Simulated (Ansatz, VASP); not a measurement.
# Two plane-wave programs on AgCl

```xyz
2
Lattice="-0.0410 2.7350 2.7350 2.7350 -0.0410 2.7350 2.6940 2.6940 0.0000" Properties=species:S:1:pos:R:3 pbc="T T T"
Ag    0.0000    0.0000    0.0000
Cl    2.6940    2.6940    2.7350
```

Alike in both runs: task single point; functional PBE; k mesh 6 × 6 × 6; occupations fermi-dirac, width 0.05 eV; no spin polarisation.

```csv
,VASP,Ansatz
version,VASP 6.6.1,Ansatz 0.2.0
potentials or method,"VASP PAW PBE potentials, release 64 (Ag, Cl), cutoff 500 eV","plane waves, PAW"
valence electrons in the cell,18,26
```

Ansatz gave:

- pressure (GPa): 3.9
- traceless stress, the component that is largest in VASP (GPa): 0.12

**Question.** What did VASP give for the same quantities?

**Answer.** Pressure (GPa): 3.8; traceless stress, the component that is largest in VASP (GPa): 0.12.

VASP's potentials hold 18 valence electrons a cell and Ansatz's 26, so a difference there can come from the potentials and not from the codes.
